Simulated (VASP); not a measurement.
Here is a VASP 6.6.1 calculation.

INCAR

```
SYSTEM = MgO
  PREC = Accurate
  ENCUT = 520
  EDIFF = 1E-8
  ISMEAR = 0
  SIGMA = 0.01
  LREAL = .False.
  LASPH = .True.
  NELM = 80
  ALGO = Normal
  ISIF = 2
  LWAVE = .False.
  LCHARG = .True.
  GGA = CA
  IBRION = 8
  NSW = 1
  LEPSILON = .True.
```

The input KPOINTS:

```
regular mesh
0
Gamma
  14 14 14
  0 0 0
```

POSCAR

```
MgO
1.0
    0.0000000000      2.0803345378      2.0803345378
    2.0803345378      0.0000000000      2.0803345378
    2.0803345378      2.0803345378      0.0000000000
Mg O
1 1
Direct
    0.0000000000      0.0000000000      0.0000000000
    0.5000000000      0.5000000000      0.5000000000
```

Potentials or basis: VASP PAW LDA potentials, release 64 (Mg, O).

Run with:

```bash
$ cat potpaw_LDA.64/Mg/POTCAR potpaw_LDA.64/O/POTCAR > POTCAR
$ mpirun -np 1 vasp_std > vasp.out
```

Task: Predict the electronic dielectric tensor (diagonal).

Result: 3.10.

Task: Predict the Born charges (mean of the diagonal).

Result: Mg +1.95; O -1.95 e.

Task: What does it give for the highest phonon frequency at Γ, LO-TO splitting left out?

Result: 413 cm⁻¹.

Born effective charge tensors (e):
atom 1, Mg
```
1.95 0.00 0.00
0.00 1.95 0.00
0.00 0.00 1.95
```
atom 2, O
```
-1.95  0.00  0.00
 0.00 -1.95  0.00
 0.00  0.00 -1.95
```

Caveat: the cell wasn't relaxed at this level first, which shifts response properties.
